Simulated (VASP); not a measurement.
# H (Cmcm) in VASP: notebook, part 2 of 2

VASP 6.6.1. The steps go on from the part before.

### Step 3. Single point, LDA (strain -0.050 along x and y, +0.025 along z)

INCAR reads:

```
SYSTEM = H
PREC = Accurate
ENCUT = 520
EDIFF = 1E-6
ISMEAR = 0
SIGMA = 0.05
LREAL = .False.
LASPH = .True.
NELM = 80
ALGO = Normal
ISIF = 2
LWAVE = .False.
LCHARG = .False.
GGA = CA
NBANDS = 10
```

KPOINTS reads:

```
regular mesh
0
Gamma
  8 8 4
  0 0 0
```

POSCAR reads:

```
H
1.0
    1.5661052670     -2.5951038185      0.0000000000
    1.5661052670      2.5951038185      0.0000000000
    0.0000000000      0.0000000000      6.4716128355
H
4
Direct
    0.5678085000      0.4321915000      0.9995149500
    0.4321915000      0.5678085000      0.0004850500
    0.4321915000      0.5678085000      0.4995149500
    0.5678085000      0.4321915000      0.5004850500
```

Potentials or basis: VASP PAW LDA potentials, release 64 (H).

Run with:

```bash
$ cat potpaw_LDA.64/H/POTCAR > POTCAR
$ mpirun -np 1 vasp_std > vasp.out
```

OUTCAR:

```text
SYSTEM = H
   PREC = Accurate
   ENCUT = 520
   EDIFF = 1E-6
   ISMEAR = 0
   LREAL = .False.
   LASPH = .True.
   NELM = 80
   ISIF = 2
   GGA = CA

 ion  position               nearest neighbor table
   1  0.568  0.432  1.000-   2 0.70
   2  0.432  0.568  0.000-   1 0.70
   3  0.432  0.568  0.500-   4 0.70
   4  0.568  0.432  0.500-   3 0.70

  LATTYP: Found a base centered orthorhombic cell.
 ALAT       =     3.1322105340
 B/A-ratio  =     1.6570430310
 C/A-ratio  =     2.0661487359

  Lattice vectors:

 A1 = (   1.5661052670,  -2.5951038185,   0.0000000000)
 A2 = (   1.5661052670,   2.5951038185,   0.0000000000)
 A3 = (   0.0000000000,   0.0000000000,   6.4716128355)

Analysis of symmetry for initial positions (statically):
=====================================================================
 Subroutine PRICEL returns:
 Original cell was already a primitive cell.

 Routine SETGRP: Setting up the symmetry group for a
 base centered orthorhombic supercell.

 Subroutine GETGRP returns: Found  8 space group operations
[... 175 lines left out ...]
 fundamental gap:      8.1882325112
 Fermi energy:        -8.2921248213

 k-point     1 :       0.0000    0.0000    0.0000
  band No.  band energies     occupation
      1     -10.7775      2.00000
      2     -10.1267      2.00000
      3       0.0955      0.00000
      4       3.6358      0.00000
      5       8.7328      0.00000
      6       8.8773      0.00000
      7       9.8134      0.00000
      8      10.5345      0.00000
      9      12.5603      0.00000
     10      14.1994      0.00000
[... 287 lines left out ...]
 k-point    24 :       0.2500    0.0000    0.2500
  band No.  band energies     occupation
      1     -10.0424      2.00000
      2      -9.6449      2.00000
      3       1.6596      0.00000
      4       2.4095      0.00000
      5       5.0429      0.00000
      6       6.7114      0.00000
      7       9.5312      0.00000
      8      10.1638      0.00000
      9      11.1006      0.00000
     10      11.9729      0.00000

 [... further k-points ...]
[... 5 lines left out ...]
  --------------------------------------------------------------------------------------
  -------------------------------------------------------------------------------------
  Total       -0.1896381      3.3460042     -0.1606436      0.0000000      0.0000000      0.0000000
  in kB       -5.7758768    101.9104811     -4.8927809      0.0000000      0.0000000      0.0000000
  external PRESSURE =      30.4139412 kB  Pullay stress =       0.0000000 kB

 VOLUME and BASIS-vectors are now :
 -----------------------------------------------------------------------------
  energy-cutoff  :      520.00
  volume of cell :       52.60
      direct lattice vectors                 reciprocal lattice vectors
     1.566105267 -2.595103819  0.000000000     0.319263341 -0.192670519  0.000000000
     1.566105267  2.595103819  0.000000000     0.319263341  0.192670519  0.000000000
     0.000000000  0.000000000  6.471612836     0.000000000  0.000000000  0.154520987

 POSITION                                       TOTAL-FORCE (eV/Angst)
 -----------------------------------------------------------------------------------
      1.56611     -0.35194      6.46847         0.000000     -2.559713     -0.023067
      1.56611      0.35194      0.00314         0.000000      2.559713      0.023067
      1.56611      0.35194      3.23267         0.000000      2.559713     -0.023067
      1.56611     -0.35194      3.23895         0.000000     -2.559713      0.023067
 -----------------------------------------------------------------------------------
    total drift:                                0.000000      0.000000     -0.000000

  FREE ENERGIE OF THE ION-ELECTRON SYSTEM (eV)
  ---------------------------------------------------
  free  energy   TOTEN  =       -13.3762463262 eV

  energy  without entropy=      -13.3762463262  energy(sigma->0) =      -13.37624633
```

OSZICAR:

```text
N       E                     dE             d eps       ncg     rms          rms(c)
DAV:   1    -0.608996897816E+01   -0.60900E+01   -0.15822E+03  1260   0.286E+02
DAV:   2    -0.146221297912E+02   -0.85322E+01   -0.84360E+01  1614   0.506E+01
DAV:   3    -0.148787110904E+02   -0.25658E+00   -0.25648E+00  1540   0.819E+00
DAV:   4    -0.148794368262E+02   -0.72574E-03   -0.72572E-03  1480   0.510E-01
DAV:   5    -0.148794392501E+02   -0.24239E-05   -0.24241E-05  1488   0.287E-02    0.694E+00
DAV:   6    -0.138207759656E+02    0.10587E+01   -0.60612E-01  1308   0.281E+00    0.368E+00
DAV:   7    -0.133699741734E+02    0.45080E+00   -0.10482E+00  1318   0.384E+00    0.411E-01
DAV:   8    -0.133778506248E+02   -0.78765E-02   -0.11657E-02  1290   0.382E-01    0.225E-01
DAV:   9    -0.133762170822E+02    0.16335E-02   -0.29505E-03  1400   0.190E-01    0.263E-02
DAV:  10    -0.133762382187E+02   -0.21136E-04   -0.76189E-05  1346   0.398E-02    0.123E-02
DAV:  11    -0.133762462563E+02   -0.80376E-05   -0.47083E-06  1352   0.749E-03    0.714E-04
DAV:  12    -0.133762463262E+02   -0.69894E-07   -0.84088E-08  1110   0.142E-03
   1 F= -.13376246E+02 E0= -.13376246E+02  d E =-.755534E-12
```

stdout:

```text
POSCAR found type information on POSCAR H
 POSCAR found :  1 types and       4 ions
 scaLAPACK will be used
 LDA part: xc-table for (Slater(with rela. corr.)+CA(PZ))
 , standard interpolation
 POSCAR, INCAR and KPOINTS ok, starting setup
 FFT: planning ... GRIDC
 FFT: planning ... GRID_SOFT
 FFT: planning ... GRID
 WAVECAR not read
 entering main loop
```

Run time: 10 s. Hardware: 1 thread of Intel Xeon 6975P-C (Granite Rapids), shared host; peak memory 0.15 GiB.

What came out:

```yaml
Free_energy: -13.3762 eV
Pressure: 3.0 GPa
Largest_force: 2.560 eV/Å
Band_gap_on_the_k_mesh: 8.19 eV
```

Forces on the atoms (eV/Å):
```
H    0.000 -2.560 -0.023
H    0.000  2.560  0.023
H    0.000  2.560 -0.023
H    0.000 -2.560  0.023
```

Caveat: the cell differs from its parent crystal (strain -0.050 along x and y, +0.025 along z); forces of over 1 eV/Å act on the atoms, so gaps and moduli don't describe the material at rest.

### Step 4. Single point, LDA (strain -0.025 along x and y, -0.025 along z)

INCAR reads:

```
SYSTEM = H
  PREC = Accurate
  ENCUT = 520
  EDIFF = 1E-7
  ISMEAR = 0
  SIGMA = 0.05
  LREAL = .FALSE.
  LASPH = .TRUE.
  NELM = 60
  ALGO = Normal
  ISIF = 2
  LWAVE = .FALSE.
  LCHARG = .TRUE.
  GGA = CA
  LELF = .TRUE.
  LVHAR = .TRUE.
  NBANDS = 10
```

KPOINTS reads:

```
regular mesh
0
G
  8 8 4
  0 0 0
```

POSCAR reads:

```
H
1.0
    1.6073185635     -2.6633960242      0.0000000000
    1.6073185635      2.6633960242      0.0000000000
    0.0000000000      0.0000000000      6.1559244045
H
4
Direct
    0.5678085000      0.4321915000      0.9995149500
    0.4321915000      0.5678085000      0.0004850500
    0.4321915000      0.5678085000      0.4995149500
    0.5678085000      0.4321915000      0.5004850500
```

Potentials or basis: VASP PAW LDA potentials, release 64 (H).

Run with:

```bash
$ cat potpaw_LDA.64/H/POTCAR > POTCAR
$ mpirun -np 1 vasp_std > vasp.out
```

OUTCAR:

```text
SYSTEM = H
   PREC = Accurate
   ENCUT = 520
   EDIFF = 1E-7
   ISMEAR = 0
   LREAL = .FALSE.
   LASPH = .TRUE.
   NELM = 60
   ISIF = 2
   GGA = CA

 ion  position               nearest neighbor table
   1  0.568  0.432  1.000-   2 0.72
   2  0.432  0.568  0.000-   1 0.72
   3  0.432  0.568  0.500-   4 0.72
   4  0.568  0.432  0.500-   3 0.72

  LATTYP: Found a base centered orthorhombic cell.
 ALAT       =     3.2146371270
 B/A-ratio  =     1.6570430310
 C/A-ratio  =     1.9149671211

  Lattice vectors:

 A1 = (   1.6073185635,  -2.6633960242,   0.0000000000)
 A2 = (   1.6073185635,   2.6633960242,   0.0000000000)
 A3 = (   0.0000000000,   0.0000000000,   6.1559244045)

Analysis of symmetry for initial positions (statically):
=====================================================================
 Subroutine PRICEL returns:
 Original cell was already a primitive cell.

 Routine SETGRP: Setting up the symmetry group for a
 base centered orthorhombic supercell.

 Subroutine GETGRP returns: Found  8 space group operations
 (whereof  4 operations were pure point group operations)
 out of a pool of  8 trial point group operations.

The static configuration has the point symmetry C_2h.
 The point group associated with its full space group is D_2h.

Analysis of symmetry for dynamics (positions and initial velocities):
=====================================================================
 Subroutine PRICEL returns:
 Original cell was already a primitive cell.

 Routine SETGRP: Setting up the symmetry group for a
 base centered orthorhombic supercell.

 Subroutine GETGRP returns: Found  8 space group operations
 (whereof  4 operations were pure point group operations)
 out of a pool of  8 trial point group operations.

The dynamic configuration has the point symmetry C_2h.
 The point group associated with its full space group is D_2h.

 Subroutine INISYM returns: Found  8 space group operations
 (whereof  4 operations are pure point group operations),
 and found     1 'primitive' translations

----------------------------------------------------------------------------------------

                                     Primitive cell

  volume of cell :      52.7061

  direct lattice vectors                    reciprocal lattice vectors
     1.607318564 -2.663396024  0.000000000     0.311077102 -0.187730249  0.000000000
     1.607318564  2.663396024  0.000000000     0.311077102  0.187730249  0.000000000
     0.000000000  0.000000000  6.155924405     0.000000000  0.000000000  0.162445140

  length of vectors
     3.110812008  3.110812008  6.155924405     0.363334019  0.363334019  0.162445140

  position of ions in fractional coordinates (direct lattice)
     0.567808500  0.432191500  0.999514950
     0.432191500  0.567808500  0.000485050
     0.432191500  0.567808500  0.499514950
     0.567808500  0.432191500  0.500485050

  ion indices of the primitive-cell ions
   primitive index   ion index
                 1           1
                 2           2
                 3           3
                 4           4

----------------------------------------------------------------------------------------
[... 27 lines left out ...]
  0.000000  0.000000  0.000000      1.000000
  0.125000  0.000000  0.000000      4.000000
  0.250000  0.000000  0.000000      4.000000
  0.375000  0.000000  0.000000      4.000000
  0.500000  0.000000  0.000000      2.000000
  0.125000  0.125000  0.000000      2.000000
[... 16 lines left out ...]
  0.125000  0.000000  0.250000      8.000000
  0.250000  0.000000  0.250000      8.000000
 [... further k-points ...]
   k-points           NKPTS =     63   k-points in BZ     NKDIM =     63   number of bands    NBANDS=     10
   number of dos      NEDOS =    301   number of ions     NIONS =      4
   total plane-waves  NPLWV =  27648
   dimension x,y,z NGX =    24 NGY =   24 NGZ =   48
   dimension x,y,z NGXF=    48 NGYF=   48 NGZF=   96
   ions per type =               4
   NGX,Y,Z   is equivalent  to a cutoff of  12.83, 12.83, 12.96 a.u.
   NGXF,Y,Z  is equivalent  to a cutoff of  25.65, 25.65, 25.93 a.u.
 SYSTEM =  H
   PREC   = accura    normal or accurate (medium, high low for compatibility)
   ISTART =      0    job   : 0-new  1-cont  2-samecut
   ICHARG =      2    charge: 1-file 2-atom 10-const
   ISPIN  =      1    spin polarized calculation?
   LNONCOLLINEAR =      F non collinear calculations
   LSORBIT =      F    spin-orbit coupling
   LASPH  =      T    aspherical Exc in radial PAW
   ENCUT  =  520.0 eV  38.22 Ry    6.18 a.u.   5.78  5.78 11.45*2*pi/ulx,y,z
   NELM   =     60;   NELMIN=  2; NELMDL= -5     # of ELM steps
   EDIFF  = 0.1E-06   stopping-criterion for ELM
   LREAL  =      F    real-space projection
   EDIFFG = 0.1E-05   stopping-criterion for IOM
   NSW    =      0    number of steps for IOM
   IBRION =     -1    ionic relax: 0-MD 1-quasi-New 2-CG
   NFREE  =      0    steps in history (QN), initial steepest desc. (CG)
   ISIF   =      2    stress and relaxation
   ISYM   =      2    0-nonsym 1-usesym 2-fastsym
   POTIM  = 0.5000    time-step for ionic-motion
   TEBEG  =    0.0;   TEEND  =   0.0 temperature during run
   PSTRESS=    0.0 pullay stress
   NELECT =       4.0000    total number of electrons
   NUPDOWN=      -1.0000    fix difference up-down
   EMIN   =  10.00;   EMAX   =-10.00  energy-range for DOS
   EFERMI =   0.00;   METHOD = LEGACY
   ISMEAR =     0;   SIGMA  =   0.05  broadening in eV -4-tet -1-fermi 0-gaus
   EFERMI_NEDOS =   21; number of points for ismear=-14 and -15
   IALGO  =     38    algorithm
   IMIX   =      4    mixing-type and parameters
     AMIX     =   0.40;   BMIX     =  1.00
     AMIX_MAG =   1.60;   BMIX_MAG =  1.00
  volume/ion in A,a.u.               =      13.18        88.92
  Fermi-wavevector in a.u.,A,eV,Ry     =   0.693119  1.309805  6.536429  0.480414
  Thomas-Fermi vector in A             =   1.775243
   LORBIT       =      0    0 simple, 1 ext, 2 COOP (PROOUT), +10 PAW based schemes
   GGA     = CA    functional components
   LHFCALC =     F    Hartree Fock is set to
   AEXX    =    0.0000 exact exchange contribution
   IVDW    =     0    specifies the selected vdW correction
   LEPSILON=     F    determine dielectric tensor
   LRPA    =     F    only Hartree local field effects (RPA)
 non-spin polarized calculation
 Gauss-broadening in eV      SIGMA  =   0.05
  energy-cutoff  :      520.00
  volume of cell :       52.71
 maximum number of plane-waves:      1440
   NGX = 11   NGY = 11   NGZ = 23

 number of electron       4.0000000 magnetization

 Free energy of the ion-electron system (eV)
  ---------------------------------------------------
  ext. energy  EPLUGINS =         0.00000000
  ---------------------------------------------------
  free energy    TOTEN  =       -13.45144114 eV

  energy without entropy =      -13.45144114  energy(sigma->0) =      -13.45144114

 E-fermi :  -8.1747     XC(G=0):  -5.4915

 val. band max:       -8.3842248484   @ k =   0.3750   0.3750   0.0000
 cond. band min:      -0.5431518432   @ k =   0.5000   0.5000   0.0000
 fundamental gap:      7.8410730052
 Fermi energy:        -8.1746616853

 k-point     1 :       0.0000    0.0000    0.0000
  band No.  band energies     occupation
      1     -10.6488      2.00000
      2      -9.7987      2.00000
      3       0.2998      0.00000
      4       3.8349      0.00000
      5       8.6493      0.00000
      6       8.9179      0.00000
      7       9.8763      0.00000
      8      10.2262      0.00000
      9      12.9531      0.00000
     10      13.2594      0.00000
[... 287 lines left out ...]
 k-point    24 :       0.2500    0.0000    0.2500
  band No.  band energies     occupation
      1      -9.9442      2.00000
      2      -9.4172      2.00000
      3       1.8082      0.00000
      4       2.2944      0.00000
      5       5.0195      0.00000
      6       6.8700      0.00000
      7       9.1476      0.00000
      8       9.6965      0.00000
      9      10.8350      0.00000
     10      11.6258      0.00000

 [... further k-points ...]
[... 5 lines left out ...]
  --------------------------------------------------------------------------------------
  -------------------------------------------------------------------------------------
  Total       -0.2048299      2.2082256     -0.1454961      0.0000000     -0.0000000      0.0000000
  in kB       -6.2264840     67.1263521     -4.4228376      0.0000000     -0.0000000      0.0000000
  external PRESSURE =      18.8256768 kB  Pullay stress =       0.0000000 kB

 VOLUME and BASIS-vectors are now :
 -----------------------------------------------------------------------------
  energy-cutoff  :      520.00
  volume of cell :       52.71
      direct lattice vectors                 reciprocal lattice vectors
     1.607318564 -2.663396024  0.000000000     0.311077102 -0.187730249  0.000000000
     1.607318564  2.663396024  0.000000000     0.311077102  0.187730249  0.000000000
     0.000000000  0.000000000  6.155924405     0.000000000  0.000000000  0.162445140

 POSITION                                       TOTAL-FORCE (eV/Angst)
 -----------------------------------------------------------------------------------
      1.60732     -0.36120      6.15294         0.000000     -1.723526     -0.014450
      1.60732      0.36120      0.00299         0.000000      1.723526      0.014450
      1.60732      0.36120      3.07498         0.000000      1.723526     -0.014450
      1.60732     -0.36120      3.08095         0.000000     -1.723526      0.014450
 -----------------------------------------------------------------------------------
    total drift:                                0.000000      0.000000     -0.000000

  FREE ENERGIE OF THE ION-ELECTRON SYSTEM (eV)
  ---------------------------------------------------
  free  energy   TOTEN  =       -13.4514411366 eV

  energy  without entropy=      -13.4514411366  energy(sigma->0) =      -13.45144114
```

stdout:

```text
POSCAR found type information on POSCAR H
 POSCAR found :  1 types and       4 ions
 scaLAPACK will be used
 LDA part: xc-table for (Slater(with rela. corr.)+CA(PZ))
 , standard interpolation
 POSCAR, INCAR and KPOINTS ok, starting setup
 FFT: planning ... GRIDC
 FFT: planning ... GRID_SOFT
 FFT: planning ... GRID
 WAVECAR not read
 entering main loop
```

Run time: 11 s. Hardware: 1 thread of Intel Xeon 6975P-C (Granite Rapids), shared host; peak memory 0.14 GiB.

Results:

| Quantity | Value |
| --- | --- |
| Free energy | -13.4514 eV |
| Pressure | 1.9 GPa |
| Largest force | 1.724 eV/Å |
| Band gap on the k mesh | 7.84 eV |

Forces in eV/Å, atoms in the order of the input:
```
H    0.000 -1.724 -0.014
H    0.000  1.724  0.014
H    0.000  1.724 -0.014
H    0.000 -1.724  0.014
```

Caveat: the cell differs from its parent crystal (strain -0.025 along x and y, -0.025 along z); forces of over 1 eV/Å act on the atoms, so gaps and moduli don't describe the material at rest.

### Step 5. Single point, LDA (strain -0.050 along x and y, +0.050 along z)

INCAR reads:

```
PREC = Accurate
ENCUT = 520
EDIFF = 1E-6
ISMEAR = 0
SIGMA = 0.05
LREAL = False
LASPH = True
NELM = 60
ALGO = Normal
ISIF = 2
LWAVE = False
LCHARG = True
GGA = CA
LELF = True
LVHAR = True
NBANDS = 10
```

KPOINTS reads:

```
regular mesh
0
Gamma
  8 8 4
```

POSCAR reads:

```
H
1.0
    1.5661052670     -2.5951038185      0.0000000000
    1.5661052670      2.5951038185      0.0000000000
    0.0000000000      0.0000000000      6.6294570510
H
4
Direct
    0.5678085000      0.4321915000      0.9995149500
    0.4321915000      0.5678085000      0.0004850500
    0.4321915000      0.5678085000      0.4995149500
    0.5678085000      0.4321915000      0.5004850500
```

Run with:

```bash
$ cat potpaw_LDA.64/H/POTCAR > POTCAR
$ mpirun -np 1 vasp_std > vasp.out
```

It took 14 s on 1 thread of Intel Xeon 6975P-C (Granite Rapids), shared host; peak memory 0.15 GiB.

The run converged. Its results:

```yaml
Free_energy: -13.3737 eV
Pressure: 3.0 GPa
Largest_force: 2.559 eV/Å
Band_gap_on_the_k_mesh: 8.27 eV
```

Forces in eV/Å, atoms in the order of the input:
```
H    0.000 -2.559 -0.024
H    0.000  2.559  0.024
H    0.000  2.559 -0.024
H    0.000 -2.559  0.024
```

Stress tensor (GPa, compression positive):
```
-0.56  0.00  0.00
 0.00  9.95  0.00
 0.00  0.00 -0.47
```

Levels at points of the mesh, in eV from the valence-band top:
```csv
k point,band 1,band 2,band 3,band 4,band 5,band 6
"(0.00, 0.00, 0.00)",-2.20,-1.63,8.59,12.00,16.88,17.11
"(0.50, 0.00, 0.00)",-0.71,-0.35,9.11,11.04,13.07,14.60
"(0.50, 0.50, 0.00)",-0.36,-0.02,8.27,9.85,13.62,14.68
"(0.00, 0.00, 0.50)",-1.93,-1.93,10.05,10.05,16.88,16.88
"(0.50, 0.00, 0.50)",-0.53,-0.53,9.82,9.82,14.42,14.42
"(0.50, 0.50, 0.50)",-0.20,-0.20,8.90,8.90,14.73,14.73
```

Caveat: the cell differs from its parent crystal (strain -0.050 along x and y, +0.050 along z); forces of over 1 eV/Å act on the atoms, so gaps and moduli don't describe the material at rest.

### Step 6. Overview

| cell | gap on the mesh (eV) | pressure (GPa) | largest force (eV/Å) |
| --- | --- | --- | --- |
| a = 3.111, b = 3.111, c = 5.998 Å, angles 90.0, 90.0, 117.8°, 4 atoms | 7.73 | 1.9 | 1.72 |
| a = 3.031, b = 3.031, c = 6.472 Å, angles 90.0, 90.0, 117.8°, 4 atoms | 8.19 | 3.0 | 2.56 |
| a = 3.111, b = 3.111, c = 6.156 Å, angles 90.0, 90.0, 117.8°, 4 atoms | 7.84 | 1.9 | 1.72 |
| a = 3.031, b = 3.031, c = 6.629 Å, angles 90.0, 90.0, 117.8°, 4 atoms | 8.27 | 3.0 | 2.56 |

Alike in all rows: task single point; level LDA; potentials or basis VASP PAW LDA potentials, release 64 (H); no spin polarisation; k mesh 8 × 8 × 4; cutoff (eV) 520; smearing gaussian 0.05 eV.

Caveats: forces of over 1 eV/Å act on the atoms, so gaps and moduli don't describe the material at rest.

Absolute energies hang on the potentials; compare differences alone.
